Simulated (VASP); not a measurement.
# LiF (Fm-3m) in VASP: a series of runs, part 2 of 2

VASP 6.6.1. Earlier steps stand in the parts before.

## (4) Electric field gradients, LDA (volume scaled by 1.02)

Contents of INCAR:

```
PREC     = Accurate       # precision mode
ENCUT    = 520            # plane-wave cutoff, eV
EDIFF    = 1E-8           # SCF threshold, eV
ISMEAR   = -1             # smearing method
SIGMA    = 0.03           # smearing width, eV
LREAL    = F              # projectors in reciprocal space
LASPH    = T              # aspherical terms in the spheres
NELM     = 60             # most SCF steps
ALGO     = Normal         # electronic algorithm
ISIF     = 2              # what is computed and relaxed
LWAVE    = F              # write WAVECAR
LCHARG   = F              # write CHGCAR
LEFG     = T            
NBANDS   = 12             # bands
```

Contents of KPOINTS:

```
regular mesh
0
Gamma
  10 10 10
```

Contents of POSCAR:

```
LiF
1.0
    0.0000000000      2.0273381370      2.0273381370
    2.0273381370      0.0000000000      2.0273381370
    2.0273381370      2.0273381370      0.0000000000
Li F
1 1
Direct
    0.0000000000      0.0000000000      0.0000000000
    0.5000000000      0.5000000000      0.5000000000
```

Potentials or basis: VASP PAW LDA potentials, release 64 (Li_sv, F).

Launch:

```console
> cat potpaw_LDA.64/Li_sv/POTCAR potpaw_LDA.64/F/POTCAR > POTCAR
> mpirun -np 1 vasp_std > vasp.out
```

OUTCAR:

```text
PREC = Accurate
   ENCUT = 520
   EDIFF = 1E-8
   ISMEAR = -1
   LREAL = F
   LASPH = T
   NELM = 60
   ISIF = 2

 ion  position               nearest neighbor table
   1  0.000  0.000  0.000-   2 2.03   2 2.03   2 2.03   2 2.03   2 2.03   2 2.03
   2  0.500  0.500  0.500-   1 2.03   1 2.03   1 2.03   1 2.03   1 2.03   1 2.03

  LATTYP: Found a face centered cubic cell.
 ALAT       =     4.0546762740

  Lattice vectors:

 A1 = (   0.0000000000,   2.0273381370,   2.0273381370)
 A2 = (   2.0273381370,   0.0000000000,   2.0273381370)
 A3 = (   2.0273381370,   2.0273381370,   0.0000000000)
[... 574 lines left out ...]
  free  energy   TOTEN  =       -10.4579393146 eV

  energy  without entropy=      -10.4579393145  energy(sigma->0) =      -10.45793931

 Electric field gradients (V/A^2)
---------------------------------------------------------------------
 ion       V_xx      V_yy      V_zz      V_xy      V_xz      V_yz
---------------------------------------------------------------------
   1      -0.000     0.000    -0.000    -0.002    -0.002    -0.002
   2      -0.000    -0.000     0.000    -0.001    -0.001    -0.001
---------------------------------------------------------------------

 Electric field gradients after diagonalization (V/A^2)
 (convention: |V_zz| > |V_xx| > |V_yy|)
----------------------------------------------------------------------
 ion       V_xx      V_yy      V_zz     asymmetry (V_yy - V_xx)/ V_zz
----------------------------------------------------------------------
   1       0.002     0.002    -0.003       0.000
   2       0.001     0.001    -0.001       0.000
----------------------------------------------------------------------

           NMR quadrupolar parameters

 Cq : quadrupolar parameter    Cq=e*Q*V_zz/h
 eta: asymmetry parameters     (V_yy - V_xx)/ V_zz
 Q  : nuclear electric quadrupole moment in mb (millibarn)
----------------------------------------------------------------------
 ion       Cq(MHz)       eta       Q (mb)
----------------------------------------------------------------------
   1      -0.000       0.000       1.000
   2      -0.000       0.000       1.000
----------------------------------------------------------------------
```

Run time: 6.6 s. Hardware: 1 thread of Intel Xeon Platinum 8259CL at 2.50GHz (Skylake/Cascade Lake), shared host; peak memory 0.12 GiB.

Results:

```yaml
Free_energy: -10.4579 eV
Band_gap_on_the_k_mesh: 8.66 eV, direct
```

Levels at points of the mesh, in eV from the valence-band top:
```tsv
k point	band 1	band 2	band 3	band 4	band 5	band 6	band 7	band 8	band 9	band 10
(0.00, 0.00, 0.00)	-39.79	-19.51	0.00	0.00	0.00	8.66	23.20	23.20	23.20	23.71
(0.50, 0.00, 0.00)	-39.73	-19.08	-2.52	-0.22	-0.22	10.27	16.14	18.26	18.26	29.55
(0.50, 0.50, 0.00)	-39.71	-18.81	-3.03	-1.00	-1.00	14.23	15.94	16.90	19.53	19.53
```

Caveat: the cutoff is under 1.25 times the usual one of these potentials, so pressure, stress and relaxed cells hold a basis-set (Pulay) error; without QUAD_EFG the Cq values of the log hold for a quadrupole moment of 1 mb, not for the nuclei. A k mesh can miss the band edges.

## (5) Electric field gradients, LDA (volume scaled by 1.02)

Contents of INCAR:

```
SYSTEM = LiF
PREC = Accurate ; ENCUT = 520
EDIFF = 1E-8 ; ISMEAR = -1
SIGMA = 0.03 ; LREAL = .FALSE.
LASPH = .TRUE. ; NELM = 60
ALGO = Normal ; ISIF = 2
LWAVE = .FALSE. ; LCHARG = .FALSE.
GGA = CA ; LEFG = .TRUE.
NBANDS = 12
```

Contents of KPOINTS:

```
regular mesh
0
G
  10 10 10
  0 0 0
```

POSCAR is that of step 4.

Potentials or basis: VASP PAW LDA potentials, release 64 (Li_sv, F).

Launch:

```console
> cat potpaw_LDA.64/Li_sv/POTCAR potpaw_LDA.64/F/POTCAR > POTCAR
> mpirun -np 1 vasp_std > vasp.out
```

OUTCAR:

```text
SYSTEM = LiF
   PREC = Accurate
   ENCUT = 520
   EDIFF = 1E-8
   ISMEAR = -1
   LREAL = .FALSE.
   LASPH = .TRUE.
   NELM = 60
   ISIF = 2
   GGA = CA

 ion  position               nearest neighbor table
   1  0.000  0.000  0.000-   2 2.03   2 2.03   2 2.03   2 2.03   2 2.03   2 2.03
   2  0.500  0.500  0.500-   1 2.03   1 2.03   1 2.03   1 2.03   1 2.03   1 2.03

  LATTYP: Found a face centered cubic cell.
 ALAT       =     4.0546762740

  Lattice vectors:

 A1 = (   0.0000000000,   2.0273381370,   2.0273381370)
 A2 = (   2.0273381370,   0.0000000000,   2.0273381370)
 A3 = (   2.0273381370,   2.0273381370,   0.0000000000)

Analysis of symmetry for initial positions (statically):
=====================================================================
 Subroutine PRICEL returns:
 Original cell was already a primitive cell.

 Routine SETGRP: Setting up the symmetry group for a
 face centered cubic supercell.

[... 551 lines left out ...]
      direct lattice vectors                 reciprocal lattice vectors
     0.000000000  2.027338137  2.027338137    -0.246628814  0.246628814  0.246628814
     2.027338137  0.000000000  2.027338137     0.246628814 -0.246628814  0.246628814
     2.027338137  2.027338137  0.000000000     0.246628814  0.246628814 -0.246628814

 POSITION                                       TOTAL-FORCE (eV/Angst)
 -----------------------------------------------------------------------------------
      0.00000      0.00000      0.00000        -0.000000     -0.000000     -0.000000
      2.02734      2.02734      2.02734         0.000000      0.000000      0.000000
 -----------------------------------------------------------------------------------
    total drift:                               -0.000000     -0.000000      0.000000

  FREE ENERGIE OF THE ION-ELECTRON SYSTEM (eV)
  ---------------------------------------------------
  free  energy   TOTEN  =       -10.4579393146 eV

  energy  without entropy=      -10.4579393145  energy(sigma->0) =      -10.45793931

 Electric field gradients (V/A^2)
---------------------------------------------------------------------
 ion       V_xx      V_yy      V_zz      V_xy      V_xz      V_yz
---------------------------------------------------------------------
   1      -0.000     0.000    -0.000    -0.002    -0.002    -0.002
   2      -0.000    -0.000     0.000    -0.001    -0.001    -0.001
---------------------------------------------------------------------

 Electric field gradients after diagonalization (V/A^2)
 (convention: |V_zz| > |V_xx| > |V_yy|)
----------------------------------------------------------------------
 ion       V_xx      V_yy      V_zz     asymmetry (V_yy - V_xx)/ V_zz
----------------------------------------------------------------------
   1       0.002     0.002    -0.003       0.000
   2       0.001     0.001    -0.001       0.000
----------------------------------------------------------------------

           NMR quadrupolar parameters

 Cq : quadrupolar parameter    Cq=e*Q*V_zz/h
 eta: asymmetry parameters     (V_yy - V_xx)/ V_zz
 Q  : nuclear electric quadrupole moment in mb (millibarn)
----------------------------------------------------------------------
 ion       Cq(MHz)       eta       Q (mb)
----------------------------------------------------------------------
   1      -0.000       0.000       1.000
   2      -0.000       0.000       1.000
----------------------------------------------------------------------
```

stdout:

```text
POSCAR found type information on POSCAR LiF
 POSCAR found :  2 types and       2 ions
 scaLAPACK will be used
 LDA part: xc-table for (Slater(with rela. corr.)+CA(PZ))
 , standard interpolation
 POSCAR, INCAR and KPOINTS ok, starting setup
 FFT: planning ... GRIDC
 FFT: planning ... GRID_SOFT
 FFT: planning ... GRID
 WAVECAR not read
 entering main loop
ion   1

ion   2
```

Run time: 7.5 s. Hardware: 1 thread of Intel Xeon Platinum 8259CL at 2.50GHz (Skylake/Cascade Lake), shared host; peak memory 0.12 GiB.

Results:

```yaml
Free_energy: -10.4579 eV
Band_gap_on_the_k_mesh: 8.66 eV, direct
```

Caveat: the cutoff is under 1.25 times the usual one of these potentials, so pressure, stress and relaxed cells hold a basis-set (Pulay) error; without QUAD_EFG the Cq values of the log hold for a quadrupole moment of 1 mb, not for the nuclei.

## (6) Electric field gradients, LDA (volume scaled by 1.06)

Contents of INCAR:

```
SYSTEM = LiF
ALGO = Normal
EDIFF = 1E-8
ENCUT = 520
ISIF = 2
ISMEAR = -1
LASPH = .True.
LCHARG = .False.
LEFG = .True.
LREAL = .False.
LWAVE = .False.
NBANDS = 12
NELM = 60
PREC = Accurate
SIGMA = 0.03
```

Contents of KPOINTS:

```
k-points
0
Gamma
  10 10 10
  0 0 0
```

Contents of POSCAR:

```
LiF
1.0
    0.0000000000      2.0535002244      2.0535002244
    2.0535002244      0.0000000000      2.0535002244
    2.0535002244      2.0535002244      0.0000000000
Li F
1 1
Direct
    0.0000000000      0.0000000000      0.0000000000
    0.5000000000      0.5000000000      0.5000000000
```

Potentials or basis: VASP PAW LDA potentials, release 64 (Li_sv, F).

Launch:

```console
> cat potpaw_LDA.64/Li_sv/POTCAR potpaw_LDA.64/F/POTCAR > POTCAR
> mpirun -np 1 vasp_std > vasp.out
```

OUTCAR:

```text
SYSTEM = LiF
   EDIFF = 1E-8
   ENCUT = 520
   ISIF = 2
   ISMEAR = -1
   LASPH = .True.
   LREAL = .False.
   NELM = 60
   PREC = Accurate

 ion  position               nearest neighbor table
   1  0.000  0.000  0.000-   2 2.05   2 2.05   2 2.05   2 2.05   2 2.05   2 2.05
   2  0.500  0.500  0.500-   1 2.05   1 2.05   1 2.05   1 2.05   1 2.05   1 2.05

  LATTYP: Found a face centered cubic cell.
 ALAT       =     4.1070004488

  Lattice vectors:

 A1 = (   0.0000000000,   2.0535002244,   2.0535002244)
 A2 = (   2.0535002244,   0.0000000000,   2.0535002244)
 A3 = (   2.0535002244,   2.0535002244,   0.0000000000)

Analysis of symmetry for initial positions (statically):
=====================================================================
 Subroutine PRICEL returns:
 Original cell was already a primitive cell.

 Routine SETGRP: Setting up the symmetry group for a
 face centered cubic supercell.

 Subroutine GETGRP returns: Found 48 space group operations
 (whereof 48 operations were pure point group operations)
 out of a pool of 48 trial point group operations.

The static configuration has the point symmetry O_h .

Analysis of symmetry for dynamics (positions and initial velocities):
=====================================================================
 Subroutine PRICEL returns:
 Original cell was already a primitive cell.

 Routine SETGRP: Setting up the symmetry group for a
 face centered cubic supercell.

 Subroutine GETGRP returns: Found 48 space group operations
 (whereof 48 operations were pure point group operations)
 out of a pool of 48 trial point group operations.

The dynamic configuration has the point symmetry O_h .

 Subroutine INISYM returns: Found 48 space group operations
 (whereof 48 operations are pure point group operations),
 and found     1 'primitive' translations

----------------------------------------------------------------------------------------

                                     Primitive cell

  volume of cell :      17.3187

  direct lattice vectors                    reciprocal lattice vectors
     0.000000000  2.053500224  2.053500224    -0.243486703  0.243486703  0.243486703
     2.053500224  0.000000000  2.053500224     0.243486703 -0.243486703  0.243486703
     2.053500224  2.053500224  0.000000000     0.243486703  0.243486703 -0.243486703

  length of vectors
     2.904087868  2.904087868  2.904087868     0.421731341  0.421731341  0.421731341

  position of ions in fractional coordinates (direct lattice)
     0.000000000  0.000000000  0.000000000
     0.500000000  0.500000000  0.500000000

  ion indices of the primitive-cell ions
   primitive index   ion index
                 1           1
                 2           2

----------------------------------------------------------------------------------------

 KPOINTS: k-points

Automatic generation of k-mesh.
 Grid dimensions read from file:
 generate k-points for:   10   10   10

[... 75 lines left out ...]
   NUPDOWN=      -1.0000    fix difference up-down
   EMIN   =  10.00;   EMAX   =-10.00  energy-range for DOS
   EFERMI =   0.00;   METHOD = LEGACY
   ISMEAR =    -1;   SIGMA  =   0.03  broadening in eV -4-tet -1-fermi 0-gaus
   EFERMI_NEDOS =   21; number of points for ismear=-14 and -15
   IALGO  =     38    algorithm
   IMIX   =      4    mixing-type and parameters
     AMIX     =   0.40;   BMIX     =  1.00
     AMIX_MAG =   1.60;   BMIX_MAG =  1.00
  volume/ion in A,a.u.               =       8.66        58.44
  Fermi-wavevector in a.u.,A,eV,Ry     =   1.363233  2.576137 25.285123  1.858404
  Thomas-Fermi vector in A             =   2.489654
   LORBIT       =      0    0 simple, 1 ext, 2 COOP (PROOUT), +10 PAW based schemes
   GGA     = CA    functional components
   LHFCALC =     F    Hartree Fock is set to
   AEXX    =    0.0000 exact exchange contribution
   IVDW    =     0    specifies the selected vdW correction
   LEPSILON=     F    determine dielectric tensor
   LRPA    =     F    only Hartree local field effects (RPA)
 non-spin polarized calculation
  energy-cutoff  :      520.00
  volume of cell :       17.32
 maximum number of plane-waves:       483
 NGX is ok and might be reduce to    24
   NGX = 11   NGY = 11   NGZ = 11

 number of electron      10.0000000 magnetization

 Free energy of the ion-electron system (eV)
  ---------------------------------------------------
  ext. energy  EPLUGINS =         0.00000000
  ---------------------------------------------------
  free energy    TOTEN  =       -10.42397045 eV

  energy without entropy =      -10.42397045  energy(sigma->0) =      -10.42397045

 E-fermi :  -0.8974     XC(G=0): -10.3820

 val. band max:       -1.6430175806   @ k =   0.0000   0.0000   0.0000
 cond. band min:       6.6878088145   @ k =   0.0000   0.0000   0.0000
 fundamental gap:      8.3308263950
 Fermi energy:        -0.8974362110

 k-point     1 :       0.0000    0.0000    0.0000
  band No.  band energies     occupation
      1     -41.5237      2.00000
      2     -21.0556      2.00000
      3      -1.6430      2.00000
      4      -1.6430      2.00000
      5      -1.6430      2.00000
      6       6.6878      0.00000
      7      21.0774      0.00000
      8      21.0774      0.00000
      9      21.0774      0.00000
     10      21.6972      0.00000
     11      21.6972      0.00000
     12      21.6972      0.00000
[... 331 lines left out ...]
 k-point    24 :       0.4000    0.3000    0.0000
  band No.  band energies     occupation
      1     -41.4686      2.00000
      2     -20.5634      2.00000
      3      -3.8608      2.00000
      4      -2.4706      2.00000
      5      -2.3636      2.00000
      6      10.5747      0.00000
      7      14.3470      0.00000
      8      15.9008      0.00000
      9      17.4248      0.00000
     10      18.4972      0.00000
     11      30.6698      0.00000
     12      31.8629      0.00000

 [... further k-points ...]
[... 5 lines left out ...]
  --------------------------------------------------------------------------------------
  -------------------------------------------------------------------------------------
  Total       -1.0440797     -1.0440797     -1.0440797     -0.0000000      0.0000000     -0.0000000
  in kB      -96.5895160    -96.5895160    -96.5895160     -0.0000000      0.0000000     -0.0000000
  external PRESSURE =     -96.5895160 kB  Pullay stress =       0.0000000 kB

 VOLUME and BASIS-vectors are now :
 -----------------------------------------------------------------------------
  energy-cutoff  :      520.00
  volume of cell :       17.32
      direct lattice vectors                 reciprocal lattice vectors
     0.000000000  2.053500224  2.053500224    -0.243486703  0.243486703  0.243486703
     2.053500224  0.000000000  2.053500224     0.243486703 -0.243486703  0.243486703
     2.053500224  2.053500224  0.000000000     0.243486703  0.243486703 -0.243486703

 POSITION                                       TOTAL-FORCE (eV/Angst)
 -----------------------------------------------------------------------------------
      0.00000      0.00000      0.00000         0.000000      0.000000      0.000000
      2.05350      2.05350      2.05350        -0.000000     -0.000000     -0.000000
 -----------------------------------------------------------------------------------
    total drift:                               -0.000000     -0.000000      0.000000

  FREE ENERGIE OF THE ION-ELECTRON SYSTEM (eV)
  ---------------------------------------------------
  free  energy   TOTEN  =       -10.4239704476 eV

  energy  without entropy=      -10.4239704476  energy(sigma->0) =      -10.42397045

 Electric field gradients (V/A^2)
---------------------------------------------------------------------
 ion       V_xx      V_yy      V_zz      V_xy      V_xz      V_yz
---------------------------------------------------------------------
   1       0.000     0.000    -0.000    -0.003    -0.003    -0.003
   2       0.000    -0.000    -0.000    -0.002    -0.002    -0.002
---------------------------------------------------------------------

 Electric field gradients after diagonalization (V/A^2)
 (convention: |V_zz| > |V_xx| > |V_yy|)
----------------------------------------------------------------------
 ion       V_xx      V_yy      V_zz     asymmetry (V_yy - V_xx)/ V_zz
----------------------------------------------------------------------
   1       0.003     0.003    -0.006       0.000
   2       0.002     0.002    -0.004       0.000
----------------------------------------------------------------------

           NMR quadrupolar parameters

 Cq : quadrupolar parameter    Cq=e*Q*V_zz/h
 eta: asymmetry parameters     (V_yy - V_xx)/ V_zz
 Q  : nuclear electric quadrupole moment in mb (millibarn)
----------------------------------------------------------------------
 ion       Cq(MHz)       eta       Q (mb)
----------------------------------------------------------------------
   1      -0.000       0.000       1.000
   2      -0.000       0.000       1.000
----------------------------------------------------------------------
```

It took 7.1 s on 1 thread of Intel Xeon Platinum 8259CL at 2.50GHz (Skylake/Cascade Lake), shared host; peak memory 0.12 GiB.

What came out:

| Quantity | Value |
| --- | --- |
| Free energy | -10.4240 eV |
| Band gap on the k mesh | 8.33 eV, direct |

Caveat: the cutoff is under 1.25 times the usual one of these potentials, so pressure, stress and relaxed cells hold a basis-set (Pulay) error; without QUAD_EFG the Cq values of the log hold for a quadrupole moment of 1 mb, not for the nuclei.

## (7) Summary

```csv
cell,gap on the mesh (eV)
"a = 2.839 Å, angles 60.0°, 2 atoms",8.93
"a = 2.867 Å, angles 60.0°, 2 atoms",8.66
"a = 2.904 Å, angles 60.0°, 2 atoms",8.33
```

Alike in all rows: task electric field gradients; level LDA; potentials or basis VASP PAW LDA potentials, release 64 (Li_sv, F); no spin polarisation; k mesh 10 × 10 × 10; cutoff (eV) 520; smearing fermi-dirac 0.03 eV.

Caveats: the cutoff is under 1.25 times the usual one of these potentials, so pressure, stress and relaxed cells hold a basis-set (Pulay) error.

Total energies depend on the potentials used, so only differences within one code and one set of settings carry meaning.
